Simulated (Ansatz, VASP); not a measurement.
**One calculation of RbW2, two programs**

```xyz
3
Lattice="4.1845 0.0000 0.0000 -2.0923 3.6239 0.0000 0.0000 0.0000 4.5182" Properties=species:S:1:pos:R:3 pbc="T T T"
Rb    0.0000    0.0000    0.0000
W     0.0000    2.4159    2.2591
W     2.0923    1.2080    2.2591
```

Alike in both runs: task single point; functional PBE; k mesh 6 × 6 × 4; occupations gaussian, width 0.1 eV; no spin polarisation.

|  | VASP | Ansatz |
| --- | --- | --- |
| version | VASP 6.6.1 | Ansatz 0.2.0 |
| potentials or method | VASP PAW PBE potentials, release 64 (Rb_sv, W_sv), cutoff 520 eV | scalar-relativistic, plane waves, PAW |
| valence electrons in the cell | 37 | 37 |

```csv
,VASP,Ansatz,Ansatz less VASP
gap on the k mesh at the Fermi level (eV),none,none,-
pressure (GPa),15.1,14.3,-0.80
"traceless stress, the component that is largest in VASP (GPa)",3.74,4.35,+0.606
```

A gap of «none» marks a metal or a gap that the smearing closes.

Neither program's run includes spin-orbit coupling.
